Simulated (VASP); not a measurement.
Wanted: the native input for a VASP 6.6.1 run.

```
Task                   : single point
Functional             : PBE
Potentials or basis    : VASP PAW PBE potentials, release 64 (V_sv)
Cutoff                 : 520 eV
k mesh                 : 19 × 19 × 19
Occupations            : fermi-dirac, width 0.03 eV
Spin                   : collinear spin, ferromagnetic start
Starting moments       : [1.5] μB
Dipole correction      : no
Further INCAR settings : ALGO = Normal; EDIFF = 1e-07; NBANDS = 16
```

The structure of V lies in POSCAR:

```
V
1.0
   -1.4827400000      1.4827400000      1.5130000000
    1.4827400000     -1.4827400000      1.5130000000
    1.4827400000      1.4827400000     -1.5130000000
V
1
Direct
    0.0000000000      0.0000000000      0.0000000000
```

This cell differs from its parent crystal: equal xx and yy strain of -2 %.

These files were run (other wordings do the same):

INCAR

```
SYSTEM = V
PREC = Accurate ; ENCUT = 520
EDIFF = 1E-7 ; ISMEAR = -1
SIGMA = 0.03 ; LREAL = .FALSE.
LASPH = .TRUE. ; NELM = 150
ALGO = Normal ; ISIF = 2
LWAVE = .FALSE. ; LCHARG = .TRUE.
ISPIN = 2 ; MAGMOM = 1.5
LORBIT = 11 ; LMAXMIX = 4
GGA = PE ; LELF = .TRUE.
LVHAR = .TRUE. ; NBANDS = 16
```

KPOINTS

```
Automatic mesh
0
G
  19 19 19
  0 0 0
```

Potentials or basis: VASP PAW PBE potentials, release 64 (V_sv).

Launch:

```bash
$ cat potpaw_PBE.64/V_sv/POTCAR > POTCAR
$ mpirun -np 1 vasp_std > vasp.out
```

It gave:

```yaml
Pressure: 2.3 GPa
Net_moment: 0.00 μB per cell
Valence_electrons_inside_the_program's_atomic_spheres: V 11.67
```

Caveat: the cell differs from its parent crystal (equal xx and yy strain of -2 %).

Wall time 77 s on 1 thread of Intel(R) Xeon(R) 6975P-C (Granite Rapids), with other jobs on the host, peak memory 0.27 GiB.
